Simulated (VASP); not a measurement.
# SiC (R3m) in VASP: single point with r2SCAN

Aim: the single point of SiC with r2SCAN.

All numbers are computed with VASP 6.6.1; they aren't measurements. Logs are shortened: lines on timing, memory, paths and dates and some standing lists are left out, and cuts for length are marked.

### 1 The cell of the first run

Symmetry: R3m, No. 160, trigonal system. Conventional cell: a = 3.080 Å, b = 3.080 Å, c = 7.545 Å, α = 90.00°, β = 90.00°, γ = 120.00°. Within 2.5 Å of Si (site symmetry 3m) lie 4 C at 1.88 to 1.91 Å. Within 2.5 Å of C (site symmetry 3m) lie 4 Si at 1.88 to 1.91 Å.

### 2 Single point, r2SCAN

POSCAR reads:

```
SiC
1.0
    0.0000000000      2.1781449820      2.1781449820
    2.1781449820      0.0000000000      2.1781449820
    2.1781449820      2.1781449820      0.0000000000
Si C
1 1
Direct
    0.0033133140      0.0033133140      0.0033133140
    0.7500000000      0.7500000000      0.7500000000
```

INCAR.step1 reads:

```
SYSTEM = SiC
ALGO     = Normal         ! electronic algorithm
EDIFF    = 1E-4           ! SCF threshold, eV
ENCUT    = 520            ! plane-wave cutoff, eV
GGA      = PE             ! functional
ISMEAR   = 0              ! smearing method
LASPH    = .TRUE.         ! aspherical terms in the spheres
LCHARG   = .FALSE.        ! write CHGCAR
LREAL    = .FALSE.        ! projectors in reciprocal space
LWAVE    = .TRUE.         ! write WAVECAR
NBANDS   = 11             ! bands
NELM     = 80             ! most SCF steps
PREC     = Accurate       ! precision mode
SIGMA    = 0.05           ! smearing width, eV
```

INCAR.step2 reads:

```
SYSTEM = SiC
ALGO     = Normal         ! electronic algorithm
EDIFF    = 1E-6           ! SCF threshold, eV
ENCUT    = 520            ! plane-wave cutoff, eV
ISIF     = 2              ! what is computed and relaxed
ISMEAR   = 0              ! smearing method
ISTART   = 1            
LASPH    = .TRUE.         ! aspherical terms in the spheres
LCHARG   = .FALSE.        ! write CHGCAR
LMIXTAU  = .TRUE.       
LREAL    = .FALSE.        ! projectors in reciprocal space
LWAVE    = .FALSE.        ! write WAVECAR
METAGGA  = R2SCAN         ! meta-GGA
NBANDS   = 11             ! bands
NELM     = 80             ! most SCF steps
PREC     = Accurate       ! precision mode
SIGMA    = 0.05           ! smearing width, eV
```

KPOINTS reads:

```
k-points
0
G
  10 10 10
  0 0 0
```

Potentials or basis: VASP PAW PBE potentials, release 64 (Si, C).

Command:

```console
$ cat potpaw_PBE.64/Si/POTCAR potpaw_PBE.64/C/POTCAR > POTCAR
$ cp INCAR.step1 INCAR
$ mpirun -np 1 vasp_std > vasp.out
$ cp INCAR.step2 INCAR
$ mpirun -np 1 vasp_std > vasp.out
```

OUTCAR:

```text
SYSTEM = SiC
   EDIFF = 1E-6
   ENCUT = 520
   ISIF = 2
   ISMEAR = 0
   ISTART = 1
   LASPH = .TRUE.
   LREAL = .FALSE.
   METAGGA = R2SCAN
   NELM = 80
   PREC = Accurate

 ion  position               nearest neighbor table
   1  0.003  0.003  0.003-   2 1.88   2 1.88   2 1.88   2 1.91
   2  0.750  0.750  0.750-   1 1.88   1 1.88   1 1.88   1 1.91

  LATTYP: Found a face centered cubic cell.
 ALAT       =     4.3562899640

  Lattice vectors:

 A1 = (   0.0000000000,   2.1781449820,   2.1781449820)
 A2 = (   2.1781449820,   0.0000000000,   2.1781449820)
 A3 = (   2.1781449820,   2.1781449820,   0.0000000000)

Analysis of symmetry for initial positions (statically):
=====================================================================
 Subroutine PRICEL returns:
 Original cell was already a primitive cell.

 Routine SETGRP: Setting up the symmetry group for a
 face centered cubic supercell.

 Subroutine GETGRP returns: Found  6 space group operations
 (whereof  6 operations were pure point group operations)
 out of a pool of 48 trial point group operations.

The static configuration has the point symmetry C_3v.

Analysis of symmetry for dynamics (positions and initial velocities):
=====================================================================
 Subroutine PRICEL returns:
 Original cell was already a primitive cell.

 Routine SETGRP: Setting up the symmetry group for a
 face centered cubic supercell.

 Subroutine GETGRP returns: Found  6 space group operations
 (whereof  6 operations were pure point group operations)
 out of a pool of 48 trial point group operations.

The dynamic configuration has the point symmetry C_3v.

 Subroutine INISYM returns: Found  6 space group operations
 (whereof  6 operations are pure point group operations),
 and found     1 'primitive' translations

----------------------------------------------------------------------------------------

                                     Primitive cell

  volume of cell :      20.6676

  direct lattice vectors                    reciprocal lattice vectors
     0.000000000  2.178144982  2.178144982    -0.229553131  0.229553131  0.229553131
     2.178144982  0.000000000  2.178144982     0.229553131 -0.229553131  0.229553131
     2.178144982  2.178144982  0.000000000     0.229553131  0.229553131 -0.229553131

  length of vectors
     3.080362174  3.080362174  3.080362174     0.397597686  0.397597686  0.397597686

  position of ions in fractional coordinates (direct lattice)
     0.003313314  0.003313314  0.003313314
     0.750000000  0.750000000  0.750000000

  ion indices of the primitive-cell ions
   primitive index   ion index
                 1           1
                 2           2

----------------------------------------------------------------------------------------

 KPOINTS: k-points

Automatic generation of k-mesh.
 Grid dimensions read from file:
 generate k-points for:   10   10   10

 Generating k-lattice:

  Cartesian coordinates                     Fractional coordinates (reciprocal lattice)
    -0.022955313  0.022955313  0.022955313     0.100000000  0.000000000  0.000000000
     0.022955313 -0.022955313  0.022955313     0.000000000  0.100000000  0.000000000
     0.022955313  0.022955313 -0.022955313     0.000000000  0.000000000  0.100000000

  Length of vectors
     0.039759769  0.039759769  0.039759769

  Shift w.r.t. Gamma in fractional coordinates (k-lattice)
     0.000000000  0.000000000  0.000000000

 Subroutine IBZKPT returns following result:
 ===========================================

 Found    116 irreducible k-points:

 Following reciprocal coordinates:
            Coordinates               Weight
  0.000000  0.000000  0.000000      1.000000
  0.100000  0.000000  0.000000      6.000000
  0.100000  0.100000  0.100000      2.000000
  0.200000  0.000000  0.000000      6.000000
  0.200000  0.200000  0.200000      2.000000
  0.300000  0.000000  0.000000      6.000000
[... 16 lines left out ...]
  0.100000  0.100000 -0.400000      6.000000
  0.500000  0.400000  0.500000      6.000000
 [... further k-points ...]
   k-points           NKPTS =    116   k-points in BZ     NKDIM =    116   number of bands    NBANDS=     11
   number of dos      NEDOS =    301   number of ions     NIONS =      2
   total plane-waves  NPLWV =  13824
   dimension x,y,z NGX =    24 NGY =   24 NGZ =   24
   dimension x,y,z NGXF=    48 NGYF=   48 NGZF=   48
   ions per type =               1   1
   NGX,Y,Z   is equivalent  to a cutoff of  12.95, 12.95, 12.95 a.u.
   NGXF,Y,Z  is equivalent  to a cutoff of  25.91, 25.91, 25.91 a.u.
 SYSTEM =  SiC
   PREC   = accura    normal or accurate (medium, high low for compatibility)
   ISTART =      1    job   : 0-new  1-cont  2-samecut
   ICHARG =      0    charge: 1-file 2-atom 10-const
   ISPIN  =      1    spin polarized calculation?
   LNONCOLLINEAR =      F non collinear calculations
   LSORBIT =      F    spin-orbit coupling
   LASPH  =      T    aspherical Exc in radial PAW
   ENCUT  =  520.0 eV  38.22 Ry    6.18 a.u.   5.73  5.73  5.73*2*pi/ulx,y,z
   NELM   =     80;   NELMIN=  2; NELMDL=  0     # of ELM steps
   EDIFF  = 0.1E-05   stopping-criterion for ELM
   LREAL  =      F    real-space projection
   EDIFFG = 0.1E-04   stopping-criterion for IOM
   NSW    =      0    number of steps for IOM
   IBRION =     -1    ionic relax: 0-MD 1-quasi-New 2-CG
   NFREE  =      0    steps in history (QN), initial steepest desc. (CG)
   ISIF   =      2    stress and relaxation
   ISYM   =      2    0-nonsym 1-usesym 2-fastsym
   POTIM  = 0.5000    time-step for ionic-motion
   TEBEG  =    0.0;   TEEND  =   0.0 temperature during run
   PSTRESS=    0.0 pullay stress
   NELECT =       8.0000    total number of electrons
   NUPDOWN=      -1.0000    fix difference up-down
   EMIN   =  10.00;   EMAX   =-10.00  energy-range for DOS
   EFERMI =   0.00;   METHOD = LEGACY
   ISMEAR =     0;   SIGMA  =   0.05  broadening in eV -4-tet -1-fermi 0-gaus
   EFERMI_NEDOS =   21; number of points for ismear=-14 and -15
   IALGO  =     38    algorithm
   IMIX   =      4    mixing-type and parameters
     AMIX     =   0.40;   BMIX     =  1.00
     AMIX_MAG =   1.60;   BMIX_MAG =  1.00
  volume/ion in A,a.u.               =      10.33        69.74
  Fermi-wavevector in a.u.,A,eV,Ry     =   1.193094  2.254621 19.367534  1.423474
  Thomas-Fermi vector in A             =   2.329117
   LORBIT       =      0    0 simple, 1 ext, 2 COOP (PROOUT), +10 PAW based schemes
   METAGGA = R2SCAN    functional components
   LHFCALC =     F    Hartree Fock is set to
   AEXX    =    0.0000 exact exchange contribution
   IVDW    =     0    specifies the selected vdW correction
   LEPSILON=     F    determine dielectric tensor
   LRPA    =     F    only Hartree local field effects (RPA)
 non-spin polarized calculation
 Gauss-broadening in eV      SIGMA  =   0.05
  energy-cutoff  :      520.00
  volume of cell :       20.67
 maximum number of plane-waves:       568
   NGX = 11   NGY = 11   NGZ = 11

 number of electron       8.0000001 magnetization

 Free energy of the ion-electron system (eV)
  ---------------------------------------------------
  ext. energy  EPLUGINS =         0.00000000
  ---------------------------------------------------
  free energy    TOTEN  =       -19.32101893 eV

  energy without entropy =      -19.32101893  energy(sigma->0) =      -19.32101893

 E-fermi :   8.4517     XC(G=0): -11.9397

 val. band max:        8.1385692135   @ k =   0.0000   0.0000   0.0000
 cond. band min:       9.7181977248   @ k =   0.5000   0.5000   0.0000
 fundamental gap:      1.5796285113
 Fermi energy:         8.4516579055

 k-point     1 :       0.0000    0.0000    0.0000
  band No.  band energies     occupation
      1      -8.1939      2.00000
      2       7.9224      2.00000
      3       7.9224      2.00000
      4       8.1386      2.00000
      5      14.8409      0.00000
      6      15.7967      0.00000
      7      15.8832      0.00000
      8      15.8832      0.00000
      9      23.2104      0.00000
     10      23.2104      0.00000
     11      25.7740      0.00000

 k-point     2 :       0.1000    0.0000    0.0000
  band No.  band energies     occupation
      1      -7.9912      2.00000
      2       6.9022      2.00000
      3       7.7821      2.00000
      4       7.9770      2.00000
      5      15.0876      0.00000
      6      16.0394      0.00000
      7      16.1575      0.00000
      8      16.2331      0.00000
      9      22.2587      0.00000
     10      22.2659      0.00000
     11      25.4187      0.00000

 k-point     3 :       0.1000    0.1000    0.1000
  band No.  band energies     occupation
      1      -7.9919      2.00000
      2       7.0629      2.00000
      3       7.7869      2.00000
      4       7.7869      2.00000
      5      15.1086      0.00000
      6      16.1264      0.00000
      7      16.1264      0.00000
      8      16.1576      0.00000
      9      22.3106      0.00000
     10      22.3106      0.00000
     11      25.3186      0.00000

 k-point     4 :       0.2000    0.0000    0.0000
  band No.  band energies     occupation
      1      -7.3929      2.00000
      2       4.7055      2.00000
      3       7.4588      2.00000
      4       7.6483      2.00000
      5      14.7798      0.00000
      6      16.4196      0.00000
      7      16.5826      0.00000
      8      17.5409      0.00000
      9      21.5591      0.00000
     10      21.6132      0.00000
     11      24.4697      0.00000

 k-point     5 :       0.2000    0.2000    0.2000
  band No.  band energies     occupation
      1      -7.3960      2.00000
      2       4.8223      2.00000
      3       7.4736      2.00000
      4       7.4736      2.00000
      5      14.7849      0.00000
      6      16.4683      0.00000
      7      16.4683      0.00000
      8      17.5563      0.00000
      9      21.6898      0.00000
     10      21.6898      0.00000
     11      24.3721      0.00000
[... 211 lines left out ...]
 k-point    21 :       0.4000    0.3000    0.4000
  band No.  band energies     occupation
      1      -5.5191      2.00000
      2       1.0577      2.00000
      3       6.4488      2.00000
      4       6.4875      2.00000
      5      14.1380      0.00000
      6      15.7979      0.00000
      7      16.8397      0.00000
      8      18.9098      0.00000
      9      22.4569      0.00000
     10      25.5416      0.00000
     11      25.6642      0.00000

 k-point    22 :       0.5000    0.1000    0.0000
  band No.  band energies     occupation
      1      -4.5043      2.00000
      2      -0.5605      2.00000
      3       6.0833      2.00000
      4       6.6560      2.00000
      5      14.1510      0.00000
      6      15.5654      0.00000
      7      16.3917      0.00000
      8      19.6269      0.00000
      9      23.9179      0.00000
     10      26.3130      0.00000
     11      26.4714      0.00000

 k-point    23 :       0.1000    0.1000   -0.4000
  band No.  band energies     occupation
      1      -4.5038      2.00000
      2      -0.5641      2.00000
      3       6.2204      2.00000
      4       6.5168      2.00000
      5      14.1104      0.00000
      6      15.5159      0.00000
      7      16.5368      0.00000
      8      19.5953      0.00000
      9      23.9095      0.00000
     10      26.2758      0.00000
     11      26.4762      0.00000

 k-point    24 :       0.5000    0.4000    0.5000
  band No.  band energies     occupation
      1      -4.5450      2.00000
      2      -0.4461      2.00000
      3       6.0784      2.00000
      4       6.5424      2.00000
      5      14.1232      0.00000
      6      15.5219      0.00000
      7      16.3769      0.00000
      8      19.6320      0.00000
      9      24.0138      0.00000
     10      26.3575      0.00000
     11      26.3918      0.00000

 [... further k-points ...]
[... 5 lines left out ...]
  --------------------------------------------------------------------------------------
  -------------------------------------------------------------------------------------
  Total       -0.0118884     -0.0118884     -0.0118884     -0.1014852     -0.1014852     -0.1014852
  in kB       -0.9216036     -0.9216036     -0.9216036     -7.8672500     -7.8672500     -7.8672500
  external PRESSURE =      -0.9216036 kB  Pullay stress =       0.0000000 kB

 VOLUME and BASIS-vectors are now :
 -----------------------------------------------------------------------------
  energy-cutoff  :      520.00
  volume of cell :       20.67
      direct lattice vectors                 reciprocal lattice vectors
     0.000000000  2.178144982  2.178144982    -0.229553131  0.229553131  0.229553131
     2.178144982  0.000000000  2.178144982     0.229553131 -0.229553131  0.229553131
     2.178144982  2.178144982  0.000000000     0.229553131  0.229553131 -0.229553131

 POSITION                                       TOTAL-FORCE (eV/Angst)
 -----------------------------------------------------------------------------------
      0.01443      0.01443      0.01443        -0.269812     -0.269812     -0.269812
      3.26722      3.26722      3.26722         0.269812      0.269812      0.269812
 -----------------------------------------------------------------------------------
    total drift:                                0.000099      0.000099      0.000099

  FREE ENERGIE OF THE ION-ELECTRON SYSTEM (eV)
  ---------------------------------------------------
  free  energy   TOTEN  =       -19.3210189312 eV

  energy  without entropy=      -19.3210189312  energy(sigma->0) =      -19.32101893
```

Run time: 28 s. Hardware: 1 thread of Intel Xeon 6975P-C (Granite Rapids), shared host; peak memory 0.15 GiB.

What came out:

```
Free energy            : -19.3210 eV
Pressure               : -0.1 GPa
Largest force          : 0.467 eV/Å
Band gap on the k mesh : 1.58 eV, indirect (least direct gap 5.02 eV)
```

Forces in eV/Å, atoms in the order of the input:
```
Si  -0.270 -0.270 -0.270
C    0.270  0.270  0.270
```

Caveat: the cell differs from its parent crystal (all Si atoms moved -0.025 Å, as atom 1 towards its neighbour atom 2 (C) at 1.886 Å); the PAW data sets were made with another functional, which shifts forces and pressure a little.
